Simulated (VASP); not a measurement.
# Ag (Fm-3m) in VASP: notebook

The runs below take Ag through elastic constants, single point, relaxation of cell and atoms, with LDA, PBE+D4+U.

All numbers are computed with VASP 6.6.1; they aren't measurements. Logs are shortened: lines on timing, memory, paths and dates and some standing lists are left out, and cuts for length are marked.

### Step 1. The cell of the first run

Symmetry: Fm-3m, No. 225, cubic system. The conventional cell has a = 4.085 Å, b = 4.085 Å, c = 4.085 Å, α = 90.00°, β = 90.00°, γ = 90.00°. Ag (site symmetry m-3m) has 12 Ag at 2.89 Å within 3.8 Å.

### Step 2. Elastic constants, LDA

Input file INCAR:

```
SYSTEM = Ag
  PREC = Accurate
  ENCUT = 600
  EDIFF = 1E-8
  ISMEAR = -1
  SIGMA = 0.05
  LREAL = .FALSE.
  LASPH = .TRUE.
  NELM = 60
  ALGO = Normal
  ISIF = 3
  LWAVE = .FALSE.
  LCHARG = .FALSE.
  NBANDS = 12
  IBRION = 6
  NFREE = 2
  POTIM = 0.015
  NSW = 1
```

Input file KPOINTS:

```
regular mesh
0
G
  8 8 8
  0 0 0
```

Input file POSCAR:

```
Ag
1.0
    0.0000000000      2.0427500000      2.0427500000
    2.0427500000      0.0000000000      2.0427500000
    2.0427500000      2.0427500000      0.0000000000
Ag
1
Direct
    0.0000000000      0.0000000000      0.0000000000
```

Potentials or basis: VASP PAW LDA potentials, release 64 (Ag).

Run with:

```console
$ cat potpaw_LDA.64/Ag/POTCAR > POTCAR
$ mpirun -np 1 vasp_std > vasp.out
```

OUTCAR:

```text
SYSTEM = Ag
   PREC = Accurate
   ENCUT = 600
   EDIFF = 1E-8
   ISMEAR = -1
   LREAL = .FALSE.
   LASPH = .TRUE.
   NELM = 60
   ISIF = 3
   IBRION = 6
   NFREE = 2
   POTIM = 0.015
   NSW = 1

 ion  position               nearest neighbor table
   1  0.000  0.000  0.000-

  LATTYP: Found a face centered cubic cell.
 ALAT       =     4.0855000000

  Lattice vectors:

 A1 = (   0.0000000000,   2.0427500000,   2.0427500000)
 A2 = (   2.0427500000,   0.0000000000,   2.0427500000)
 A3 = (   2.0427500000,   2.0427500000,   0.0000000000)

Analysis of symmetry for initial positions (statically):
=====================================================================
 Subroutine PRICEL returns:
 Original cell was already a primitive cell.

 Routine SETGRP: Setting up the symmetry group for a
 face centered cubic supercell.

 Subroutine GETGRP returns: Found 48 space group operations
 (whereof 48 operations were pure point group operations)
 out of a pool of 48 trial point group operations.

The static configuration has the point symmetry O_h .

Analysis of symmetry for dynamics (positions and initial velocities):
=====================================================================
 Subroutine PRICEL returns:
 Original cell was already a primitive cell.

 Routine SETGRP: Setting up the symmetry group for a
 face centered cubic supercell.

 Subroutine GETGRP returns: Found 48 space group operations
 (whereof 48 operations were pure point group operations)
 out of a pool of 48 trial point group operations.

The dynamic configuration has the point symmetry O_h .

 Subroutine INISYM returns: Found 48 space group operations
 (whereof 48 operations are pure point group operations),
 and found     1 'primitive' translations

----------------------------------------------------------------------------------------

                                     Primitive cell

  volume of cell :      17.0481

  direct lattice vectors                    reciprocal lattice vectors
     0.000000000  2.042750000  2.042750000    -0.244768082  0.244768082  0.244768082
     2.042750000  0.000000000  2.042750000     0.244768082 -0.244768082  0.244768082
     2.042750000  2.042750000  0.000000000     0.244768082  0.244768082 -0.244768082

  length of vectors
     2.888884755  2.888884755  2.888884755     0.423950755  0.423950755  0.423950755

  position of ions in fractional coordinates (direct lattice)
     0.000000000  0.000000000  0.000000000

  ion indices of the primitive-cell ions
   primitive index   ion index
                 1           1

----------------------------------------------------------------------------------------

 KPOINTS: regular mesh

Automatic generation of k-mesh.
 Grid dimensions read from file:
 generate k-points for:    8    8    8

 Generating k-lattice:

  Cartesian coordinates                     Fractional coordinates (reciprocal lattice)
    -0.030596010  0.030596010  0.030596010     0.125000000  0.000000000  0.000000000
     0.030596010 -0.030596010  0.030596010     0.000000000  0.125000000  0.000000000
     0.030596010  0.030596010 -0.030596010     0.000000000  0.000000000  0.125000000

  Length of vectors
     0.052993844  0.052993844  0.052993844

  Shift w.r.t. Gamma in fractional coordinates (k-lattice)
     0.000000000  0.000000000  0.000000000

 Subroutine IBZKPT returns following result:
 ===========================================
[... 91 lines left out ...]
  ---------------------------------------------------
  ext. energy  EPLUGINS =         0.00000000
  ---------------------------------------------------
  free energy    TOTEN  =        -3.72938461 eV

  energy without entropy =       -3.72537907  energy(sigma->0) =       -3.72738184

------------------------ aborting loop because EDIFF is reached ----------------------------------------

  FORCE on cell =-STRESS in cart. coord.  units (eV):
  Direction    XX          YY          ZZ          XY          YZ          ZX
  --------------------------------------------------------------------------------------
  -------------------------------------------------------------------------------------
  Total       -0.6989006     -0.6989006     -0.6989006     -0.0000000      0.0000000     -0.0000000
  in kB      -65.6826005    -65.6826005    -65.6826005     -0.0000000      0.0000000     -0.0000000
  external PRESSURE =     -65.6826005 kB  Pullay stress =       0.0000000 kB
[... 86 lines left out ...]
  FREE ENERGIE OF THE ION-ELECTRON SYSTEM (eV)
  ---------------------------------------------------
  free  energy   TOTEN  =        -3.7385202198 eV

  energy  without entropy=       -3.7348853258  energy(sigma->0) =       -3.73670277

[... ionic steps 4 to 12 ...]

--------------------------------------- Ionic step       13  -------------------------------------------

 number of electron      10.9999999 magnetization

------------------------ aborting loop because EDIFF is reached ----------------------------------------
[... 65 lines left out ...]
--------------------------------------- Ionic step       15  -------------------------------------------

 number of electron      11.0000000 magnetization

 Free energy of the ion-electron system (eV)
  ---------------------------------------------------
  ext. energy  EPLUGINS =         0.00000000
  ---------------------------------------------------
  free energy    TOTEN  =        -3.72938518 eV

  energy without entropy =       -3.72537964  energy(sigma->0) =       -3.72738241

 E-fermi :   7.9642     XC(G=0): -12.5832

 val. band max:        7.8752494776   @ k =   0.5000   0.2500   0.1250
 cond. band min:       8.3505327745   @ k =   0.5000   0.3750   0.1250
 fundamental gap:      0.4752832969
 Fermi energy:         7.9642327652

 k-point     1 :       0.0000    0.0000    0.0000
  band No.  band energies     occupation
      1       0.3197      2.00000
      2       3.3822      2.00000
      3       3.3822      2.00000
      4       3.3822      2.00000
      5       4.4378      2.00000
      6       4.4378      2.00000
      7      24.1692      0.00000
      8      27.6729      0.00000
      9      27.6729      0.00000
     10      27.6729      0.00000
     11      32.6911      0.00000
     12      33.6721      0.00000
[... 331 lines left out ...]
 k-point    24 :      -0.3750    0.2500    0.1250
  band No.  band energies     occupation
      1       2.4297      2.00000
      2       2.9313      2.00000
      3       3.8157      2.00000
      4       3.9954      2.00000
      5       5.1650      2.00000
      6      10.4288      0.00000
      7      12.0509      0.00000
      8      20.4749      0.00000
      9      20.7296      0.00000
     10      26.5775      0.00000
     11      31.3849      0.00000
     12      35.3910      0.00000

 [... further k-points ...]
[... 5 lines left out ...]
  --------------------------------------------------------------------------------------
  -------------------------------------------------------------------------------------
  Total       -0.6988601     -0.6988601     -0.6988601     -0.0000000     -0.0000000     -0.0000000
  in kB      -65.6787924    -65.6787924    -65.6787924     -0.0000000     -0.0000000     -0.0000000
  external PRESSURE =     -65.6787924 kB  Pullay stress =       0.0000000 kB
[... 16 lines left out ...]
  FREE ENERGIE OF THE ION-ELECTRON SYSTEM (eV)
  ---------------------------------------------------
  free  energy   TOTEN  =        -3.7293851769 eV

  energy  without entropy=       -3.7253796369  energy(sigma->0) =       -3.72738241

 INTERNAL STRAIN TENSORS FROM STRAINED CELLS
 ============================================

 INTERNAL STRAIN TENSOR FOR ION    1 for displacements in x,y,z  (eV/Angst):
          X           Y           Z          XY          YZ          ZX
  --------------------------------------------------------------------------------
  x     0.00000     0.00000    -0.00000    -0.00000     0.00000    -0.00000
  y     0.00000    -0.00000    -0.00000    -0.00000     0.00000    -0.00000
  z    -0.00000    -0.00000     0.00000     0.00000     0.00000     0.00000

 INTERNAL STRAIN TENSORS FROM DISPLACED ATOMS
 ============================================

 INTERNAL STRAIN TENSOR FOR ION    1 for displacements in x,y,z  (eV/Angst):
          X           Y           Z          XY          YZ          ZX
  --------------------------------------------------------------------------------
  x     0.00000     0.00000     0.00000     0.00000     0.00000     0.00000
  y     0.00000     0.00000     0.00000     0.00000     0.00000     0.00000
  z     0.00000     0.00000     0.00000     0.00000     0.00000     0.00000

 Eigenvectors and eigenvalues of the dynamical matrix
 ----------------------------------------------------

   1 f/i=    0.000000 THz     0.000000 2PiTHz    0.000000 cm-1     0.000000 meV
             X         Y         Z           dx          dy          dz
      0.000000  0.000000  0.000000     1.000000    0.000000    0.000000

   2 f/i=    0.000000 THz     0.000000 2PiTHz    0.000000 cm-1     0.000000 meV
             X         Y         Z           dx          dy          dz
      0.000000  0.000000  0.000000     0.000000    1.000000    0.000000

   3 f/i=    0.000000 THz     0.000000 2PiTHz    0.000000 cm-1     0.000000 meV
             X         Y         Z           dx          dy          dz
      0.000000  0.000000  0.000000     0.000000    0.000000    1.000000

--------------------------------------------------------------------------------------------------------

 ELASTIC MODULI CONTR FROM IONIC RELAXATION (kBar)
 Direction    XX          YY          ZZ          XY          YZ          ZX
 --------------------------------------------------------------------------------
 XX           0.0000      0.0000      0.0000      0.0000      0.0000      0.0000
 YY           0.0000      0.0000      0.0000      0.0000      0.0000      0.0000
 ZZ           0.0000      0.0000      0.0000      0.0000      0.0000      0.0000
 XY           0.0000      0.0000      0.0000      0.0000      0.0000      0.0000
 YZ           0.0000      0.0000      0.0000      0.0000      0.0000      0.0000
 ZX           0.0000      0.0000      0.0000      0.0000      0.0000      0.0000
 --------------------------------------------------------------------------------

 TOTAL ELASTIC MODULI (kBar)
 Direction    XX          YY          ZZ          XY          YZ          ZX
 --------------------------------------------------------------------------------
 XX        1169.9944    996.2928    996.2928      0.0000      0.0000     -0.0000
 YY         996.2928   1169.9944    996.2928     -0.0000      0.0000      0.0000
 ZZ         996.2928    996.2928   1169.9944      0.0000      0.0000      0.0000
 XY           0.0000     -0.0000      0.0000    247.7364      0.0000      0.0000
 YZ           0.0000      0.0000      0.0000      0.0000    247.7364      0.0000
 ZX          -0.0000      0.0000      0.0000      0.0000      0.0000    247.7364
 --------------------------------------------------------------------------------
```

It took 54 s on 1 thread of Intel Xeon 6975P-C (Granite Rapids), shared host; peak memory 0.19 GiB.

What came out:

```yaml
Elastic_constants_C11_C12_C44: 117, 100, 25 GPa
Voigt_bulk_modulus: 105 GPa
```

Elastic tensor in Voigt notation (GPa, in the Cartesian axes of the cell as first typed):
```
117 100 100   0   0   0
100 117 100   0   0   0
100 100 117   0   0   0
  0   0   0  25   0   0
  0   0   0   0  25   0
  0   0   0   0   0  25
```

Clamped-ion elastic tensor (GPa):
```
117 100 100   0   0   0
100 117 100   0   0   0
100 100 117   0   0   0
  0   0   0  25   0   0
  0   0   0   0  25   0
  0   0   0   0   0  25
```

Caveat: the cell is under stress, which shifts elastic constants.

(Continued in part 2 of 2.)
